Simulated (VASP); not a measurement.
Hg, 2 atoms in the cell. Symmetry: I4_1/amd, No. 141, tetragonal system. The conventional cell has a = 4.962 Å, b = 4.962 Å, c = 2.588 Å, α = 90.00°, β = 90.00°, γ = 90.00°. Hg (site symmetry -4m2) has 10 Hg at 2.56 to 3.15 Å within 3.4 Å. 

* Program: VASP 6.6.1
* Task: single point
* Functional: PBE
* Potentials or basis: VASP PAW PBE potentials, release 64 (Hg_sv_GW)
* Cutoff: 550 eV
* k mesh: 14 × 14 × 14
* Occupations: fermi-dirac, width 0.1 eV
* Spin: no spin polarisation
* Dipole correction: no
* Further INCAR settings: ALGO = Normal; EDIFF = 1e-06; NBANDS = 27

Potentials or basis: VASP PAW PBE potentials, release 64 (Hg_sv_GW).

Launch:

```bash
$ cat potpaw_PBE.64/Hg_sv_GW/POTCAR > POTCAR
$ mpirun -np 1 vasp_std > vasp.out
```

Hardware: 1 thread of Intel(R) Xeon(R) 6975P-C (Granite Rapids) (shared host).

Estimate the wall time of this run.

Wall time 4.8 min on 1 thread of Intel(R) Xeon(R) 6975P-C (Granite Rapids), on a shared host, peak memory 0.35 GiB. Counts: scf iterations 11, k points 244.
